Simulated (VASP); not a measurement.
# SiC (R3m) in VASP: notebook

SiC is run at these levels: PBE; tasks: single point.

All numbers are computed with VASP 6.6.1; they aren't measurements. Logs are shortened: lines on timing, memory, paths and dates and some standing lists are left out, and cuts for length are marked.

### Step 1. The cell of the first run

Symmetry: R3m, No. 160, trigonal system. The conventional cell has a = 3.031 Å, b = 3.031 Å, c = 7.917 Å, α = 90.00°, β = 90.00°, γ = 120.00°. Si (site symmetry 3m) has 4 C at 1.87 to 1.98 Å within 2.5 Å. Within 2.5 Å of C (site symmetry 3m) lie 4 Si at 1.87 to 1.98 Å.

### Step 2. Single point, PBE

The input, INCAR:

```
SYSTEM = SiC
PREC     = Accurate       ! precision mode
ENCUT    = 520            ! plane-wave cutoff, eV
EDIFF    = 1E-6           ! SCF threshold, eV
ISMEAR   = 0              ! smearing method
SIGMA    = 0.05           ! smearing width, eV
LREAL    = .FALSE.        ! projectors in reciprocal space
LASPH    = .TRUE.         ! aspherical terms in the spheres
NELM     = 80             ! most SCF steps
ALGO     = Normal         ! electronic algorithm
ISIF     = 2              ! what is computed and relaxed
LWAVE    = .FALSE.        ! write WAVECAR
LCHARG   = .FALSE.        ! write CHGCAR
GGA      = PE             ! functional
NBANDS   = 11             ! bands
```

The input, KPOINTS:

```
Automatic mesh
0
G
  12 12 12
  0 0 0
```

The input, POSCAR:

```
SiC
1.0
    0.0000000000      2.1435643827      2.1435643827
    2.1435643827      0.0000000000      2.1435643827
    2.2381670242      2.2381670242     -0.0946026414
Si C
1 1
Direct
    0.0000000000      0.0000000000      0.0000000000
    0.7500000000      0.7500000000      0.7500000000
```

Potentials or basis: VASP PAW PBE potentials, release 64 (Si, C).

Started as:

```bash
$ cat potpaw_PBE.64/Si/POTCAR potpaw_PBE.64/C/POTCAR > POTCAR
$ mpirun -np 1 vasp_std > vasp.out
```

OUTCAR:

```text
SYSTEM = SiC
   PREC = Accurate
   ENCUT = 520
   EDIFF = 1E-6
   ISMEAR = 0
   LREAL = .FALSE.
   LASPH = .TRUE.
   NELM = 80
   ISIF = 2
   GGA = PE

 ion  position               nearest neighbor table
   1  0.000  0.000  0.000-   2 1.87   2 1.87   2 1.87   2 1.98
   2  0.750  0.750  0.750-   1 1.87   1 1.87   1 1.87   1 1.98

  LATTYP: Found a trigonal (rhomboedric) cell.
 ALAT       =     3.1666595832
 COS(alpha) =     0.5417839405

  Lattice vectors:

 A1 = (   2.2381670242,   0.0946026415,  -2.2381670241)
 A2 = (   0.0946026415,   2.2381670242,  -2.2381670241)
 A3 = (   2.2381670242,   2.2381670242,  -0.0946026414)

Analysis of symmetry for initial positions (statically):
=====================================================================
 Subroutine PRICEL returns:
 Original cell was already a primitive cell.

 Routine SETGRP: Setting up the symmetry group for a
 trigonal (rhombohedral) supercell.

 Subroutine GETGRP returns: Found  6 space group operations
 (whereof  6 operations were pure point group operations)
 out of a pool of 12 trial point group operations.

The static configuration has the point symmetry C_3v.

Analysis of symmetry for dynamics (positions and initial velocities):
=====================================================================
 Subroutine PRICEL returns:
 Original cell was already a primitive cell.

 Routine SETGRP: Setting up the symmetry group for a
 trigonal (rhombohedral) supercell.

 Subroutine GETGRP returns: Found  6 space group operations
 (whereof  6 operations were pure point group operations)
 out of a pool of 12 trial point group operations.

The dynamic configuration has the point symmetry C_3v.

 Subroutine INISYM returns: Found  6 space group operations
 (whereof  6 operations are pure point group operations),
 and found     1 'primitive' translations

----------------------------------------------------------------------------------------

                                     Primitive cell

  volume of cell :      21.0029

  direct lattice vectors                    reciprocal lattice vectors
     0.000000000  2.143564383  2.143564383    -0.228428745  0.238083951  0.228428745
     2.143564383  0.000000000  2.143564383     0.238083951 -0.228428745  0.228428745
     2.238167024  2.238167024 -0.094602641     0.218773540  0.218773540 -0.218773540

  length of vectors
     3.031457822  3.031457822  3.166659583     0.401302070  0.401302070  0.378926886

  position of ions in fractional coordinates (direct lattice)
     0.000000000  0.000000000  0.000000000
     0.750000000  0.750000000  0.750000000

  ion indices of the primitive-cell ions
   primitive index   ion index
                 1           1
                 2           2

----------------------------------------------------------------------------------------

 KPOINTS: Automatic mesh

Automatic generation of k-mesh.
 Grid dimensions read from file:
 generate k-points for:   12   12   12

 Generating k-lattice:

  Cartesian coordinates                     Fractional coordinates (reciprocal lattice)
    -0.019035729  0.019840329  0.019035729     0.083333333  0.000000000 -0.000000000
     0.019840329 -0.019035729  0.019035729     0.000000000  0.083333333 -0.000000000
     0.018231128  0.018231128 -0.018231128     0.000000000  0.000000000  0.083333333

  Length of vectors
     0.033441839  0.033441839  0.031577241

  Shift w.r.t. Gamma in fractional coordinates (k-lattice)
     0.000000000  0.000000000  0.000000000

 Subroutine IBZKPT returns following result:
 ===========================================

 Found    189 irreducible k-points:

 Following reciprocal coordinates:
            Coordinates               Weight
  0.000000  0.000000  0.000000      1.000000
  0.083333  0.000000  0.000000      6.000000
  0.166667  0.000000  0.000000      6.000000
  0.250000  0.000000 -0.000000      6.000000
  0.333333  0.000000 -0.000000      6.000000
  0.416667  0.000000 -0.000000      6.000000
[... 16 lines left out ...]
  0.500000  0.166667 -0.000000     12.000000
 -0.416667  0.166667 -0.000000     12.000000
 [... further k-points ...]
   k-points           NKPTS =    189   k-points in BZ     NKDIM =    189   number of bands    NBANDS=     11
   number of dos      NEDOS =    301   number of ions     NIONS =      2
   total plane-waves  NPLWV =  13824
   dimension x,y,z NGX =    24 NGY =   24 NGZ =   24
   dimension x,y,z NGXF=    48 NGYF=   48 NGZF=   48
   ions per type =               1   1
   NGX,Y,Z   is equivalent  to a cutoff of  13.16, 13.16, 12.60 a.u.
   NGXF,Y,Z  is equivalent  to a cutoff of  26.32, 26.32, 25.20 a.u.
 SYSTEM =  SiC
   PREC   = accura    normal or accurate (medium, high low for compatibility)
   ISTART =      0    job   : 0-new  1-cont  2-samecut
   ICHARG =      2    charge: 1-file 2-atom 10-const
   ISPIN  =      1    spin polarized calculation?
   LNONCOLLINEAR =      F non collinear calculations
   LSORBIT =      F    spin-orbit coupling
   LASPH  =      T    aspherical Exc in radial PAW
   ENCUT  =  520.0 eV  38.22 Ry    6.18 a.u.   5.64  5.64  5.89*2*pi/ulx,y,z
   NELM   =     80;   NELMIN=  2; NELMDL= -5     # of ELM steps
   EDIFF  = 0.1E-05   stopping-criterion for ELM
   LREAL  =      F    real-space projection
   EDIFFG = 0.1E-04   stopping-criterion for IOM
   NSW    =      0    number of steps for IOM
   IBRION =     -1    ionic relax: 0-MD 1-quasi-New 2-CG
   NFREE  =      0    steps in history (QN), initial steepest desc. (CG)
   ISIF   =      2    stress and relaxation
   ISYM   =      2    0-nonsym 1-usesym 2-fastsym
   POTIM  = 0.5000    time-step for ionic-motion
   TEBEG  =    0.0;   TEEND  =   0.0 temperature during run
   PSTRESS=    0.0 pullay stress
   NELECT =       8.0000    total number of electrons
   NUPDOWN=      -1.0000    fix difference up-down
   EMIN   =  10.00;   EMAX   =-10.00  energy-range for DOS
   EFERMI =   0.00;   METHOD = LEGACY
   ISMEAR =     0;   SIGMA  =   0.05  broadening in eV -4-tet -1-fermi 0-gaus
   EFERMI_NEDOS =   21; number of points for ismear=-14 and -15
   IALGO  =     38    algorithm
   IMIX   =      4    mixing-type and parameters
     AMIX     =   0.40;   BMIX     =  1.00
     AMIX_MAG =   1.60;   BMIX_MAG =  1.00
  volume/ion in A,a.u.               =      10.50        70.87
  Fermi-wavevector in a.u.,A,eV,Ry     =   1.186712  2.242561 19.160892  1.408286
  Thomas-Fermi vector in A             =   2.322879
   LORBIT       =      0    0 simple, 1 ext, 2 COOP (PROOUT), +10 PAW based schemes
   GGA     = PE    functional components
   LHFCALC =     F    Hartree Fock is set to
   AEXX    =    0.0000 exact exchange contribution
   IVDW    =     0    specifies the selected vdW correction
   LEPSILON=     F    determine dielectric tensor
   LRPA    =     F    only Hartree local field effects (RPA)
 non-spin polarized calculation
 Gauss-broadening in eV      SIGMA  =   0.05
  energy-cutoff  :      520.00
  volume of cell :       21.00
 maximum number of plane-waves:       592
   NGX = 11   NGY = 11   NGZ = 11

 number of electron       8.0000000 magnetization

 Free energy of the ion-electron system (eV)
  ---------------------------------------------------
  ext. energy  EPLUGINS =         0.00000000
  ---------------------------------------------------
  free energy    TOTEN  =       -14.96913756 eV

  energy without entropy =      -14.96913756  energy(sigma->0) =      -14.96913756

 E-fermi :   8.3599     XC(G=0): -11.2900

 val. band max:        8.0734219517   @ k =   0.0000   0.0000   0.0000
 cond. band min:       9.2453682574   @ k =   0.5000   0.5000  -0.0000
 fundamental gap:      1.1719463057
 Fermi energy:         8.3598730126

 k-point     1 :       0.0000    0.0000    0.0000
  band No.  band energies     occupation
      1      -7.3594      2.00000
      2       7.6556      2.00000
      3       8.0734      2.00000
      4       8.0734      2.00000
      5      12.9385      0.00000
      6      15.3157      0.00000
      7      15.6478      0.00000
      8      15.6478      0.00000
      9      22.4008      0.00000
     10      22.4008      0.00000
     11      24.1382      0.00000

 k-point     2 :       0.0833    0.0000    0.0000
  band No.  band energies     occupation
      1      -7.2206      2.00000
      2       7.2880      2.00000
      3       7.6544      2.00000
      4       7.9609      2.00000
      5      13.1264      0.00000
      6      15.4127      0.00000
      7      15.8297      0.00000
      8      15.8595      0.00000
      9      21.4338      0.00000
     10      21.7376      0.00000
     11      24.2301      0.00000

 k-point     3 :       0.1667    0.0000    0.0000
  band No.  band energies     occupation
      1      -6.8082      2.00000
      2       5.7287      2.00000
      3       7.3876      2.00000
      4       7.6828      2.00000
      5      13.3569      0.00000
      6      15.3093      0.00000
      7      16.1576      0.00000
      8      16.7170      0.00000
      9      20.4215      0.00000
     10      21.0830      0.00000
     11      23.5041      0.00000

 k-point     4 :       0.2500    0.0000   -0.0000
  band No.  band energies     occupation
      1      -6.1364      2.00000
      2       3.8266      2.00000
      3       7.1299      2.00000
      4       7.3558      2.00000
      5      13.2876      0.00000
      6      15.2538      0.00000
      7      16.1718      0.00000
      8      17.4334      0.00000
      9      20.3835      0.00000
     10      21.4219      0.00000
     11      23.0060      0.00000

 k-point     5 :       0.3333    0.0000   -0.0000
  band No.  band energies     occupation
      1      -5.2433      2.00000
      2       1.9353      2.00000
      3       6.9218      2.00000
      4       7.0732      2.00000
      5      13.0673      0.00000
      6      15.0029      0.00000
      7      15.8519      0.00000
      8      17.7835      0.00000
      9      21.3050      0.00000
     10      22.7629      0.00000
     11      23.2813      0.00000
[... 211 lines left out ...]
 k-point    21 :       0.3333    0.1667    0.0000
  band No.  band energies     occupation
      1      -5.4351      2.00000
      2       3.3752      2.00000
      3       5.9384      2.00000
      4       6.1430      2.00000
      5      12.5633      0.00000
      6      15.5573      0.00000
      7      17.0039      0.00000
      8      17.4447      0.00000
      9      20.3752      0.00000
     10      23.7393      0.00000
     11      25.7795      0.00000

 k-point    22 :       0.4167    0.1667   -0.0000
  band No.  band energies     occupation
      1      -4.5141      2.00000
      2       1.7139      2.00000
      3       5.5513      2.00000
      4       5.9027      2.00000
      5      12.3875      0.00000
      6      15.6391      0.00000
      7      16.9703      0.00000
      8      17.9007      0.00000
      9      21.1663      0.00000
     10      24.6961      0.00000
     11      26.0236      0.00000

 k-point    23 :       0.5000    0.1667   -0.0000
  band No.  band energies     occupation
      1      -3.5922      2.00000
      2       0.3438      2.00000
      3       5.1099      2.00000
      4       6.0097      2.00000
      5      12.4255      0.00000
      6      15.3729      0.00000
      7      16.5827      0.00000
      8      18.9246      0.00000
      9      21.8326      0.00000
     10      24.8600      0.00000
     11      26.1669      0.00000

 k-point    24 :      -0.4167    0.1667   -0.0000
  band No.  band energies     occupation
      1      -3.3497      2.00000
      2       0.0223      2.00000
      3       4.8356      2.00000
      4       6.2824      2.00000
      5      12.7314      0.00000
      6      15.1152      0.00000
      7      16.2990      0.00000
      8      19.0522      0.00000
      9      22.5344      0.00000
     10      23.3862      0.00000
     11      26.2022      0.00000

 [... further k-points ...]
[... 5 lines left out ...]
  --------------------------------------------------------------------------------------
  -------------------------------------------------------------------------------------
  Total        0.1488190      0.1488190      0.1488190     -1.4104602      1.4104602      1.4104602
  in kB       11.3524781     11.3524781     11.3524781   -107.5952658    107.5952658    107.5952658
  external PRESSURE =      11.3524781 kB  Pullay stress =       0.0000000 kB

 VOLUME and BASIS-vectors are now :
 -----------------------------------------------------------------------------
  energy-cutoff  :      520.00
  volume of cell :       21.00
      direct lattice vectors                 reciprocal lattice vectors
     0.000000000  2.143564383  2.143564383    -0.228428745  0.238083951  0.228428745
     2.143564383  0.000000000  2.143564383     0.238083951 -0.228428745  0.228428745
     2.238167024  2.238167024 -0.094602641     0.218773540  0.218773540 -0.218773540

 POSITION                                       TOTAL-FORCE (eV/Angst)
 -----------------------------------------------------------------------------------
      0.00000      0.00000      0.00000         0.215925      0.215925     -0.215925
      3.28630      3.28630      3.14439        -0.215925     -0.215925      0.215925
 -----------------------------------------------------------------------------------
    total drift:                               -0.000042     -0.000042      0.000042

  FREE ENERGIE OF THE ION-ELECTRON SYSTEM (eV)
  ---------------------------------------------------
  free  energy   TOTEN  =       -14.9691375576 eV

  energy  without entropy=      -14.9691375576  energy(sigma->0) =      -14.96913756
```

Wall time 41 s (1 thread of AMD EPYC 7R43 (Zen 3), shared host); peak memory 0.13 GiB.

What came out:

* Free energy: -14.9691 eV
* Pressure: 1.1 GPa
* Largest force: 0.374 eV/Å
* Band gap on the k mesh: 1.17 eV, indirect (least direct gap 4.14 eV)

Forces on the atoms (eV/Å):
```
Si   0.216  0.216 -0.216
C   -0.216 -0.216  0.216
```

Stress tensor (GPa, compression positive):
```
  1.14 -10.76  10.76
-10.76   1.14  10.76
 10.76  10.76   1.14
```

[end of part 1 of 2]
